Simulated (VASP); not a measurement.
A run of VASP 6.6.1 is set up as follows.

INCAR

```
SYSTEM = Sb
PREC = Accurate
ENCUT = 520
EDIFF = 1E-7
ISMEAR = 0
SIGMA = 0.15
LREAL = .False.
LASPH = .True.
NELM = 100
ALGO = Normal
ISIF = 2
LWAVE = .False.
LCHARG = .True.
GGA = PS
LELF = .True.
LVHAR = .True.
NBANDS = 18
```

KPOINTS

```
regular mesh
0
Gamma
  12 12 4
  0 0 0
```

The input POSCAR:

```
Sb
1.0
    3.3225106517      0.0000000000      0.0000000000
   -1.6612553259      2.8773786287      0.0000000000
    0.0000000000      0.0000000000     10.9354826097
Sb
4
Direct
    0.3486455096      0.6732534677      0.1244005625
    0.3180211571      0.6600798656      0.6255994375
    0.6714162109      0.3399845580      0.3747126610
    0.6619171224      0.3266821087      0.8752873390
```

Potentials or basis: VASP PAW PBE potentials, release 64 (Sb).

Command:

```console
$ cat potpaw_PBE.64/Sb/POTCAR > POTCAR
$ mpirun -np 1 vasp_std > vasp.out
```

(1) What does it give for the pressure?

(2) Predict the band gap on the k mesh.

(3) Estimate the largest force.

Results:

(1) 0.0 GPa.

(2) zero (band 10 reaches 13.39 eV, above the bottom of band 11 at 6.04 eV).

(3) 0.026 eV/Å.

Caveat: the PAW data sets were made with another functional, which shifts forces and pressure a little; spin-orbit coupling is left out, which moves the levels of the heavy elements.
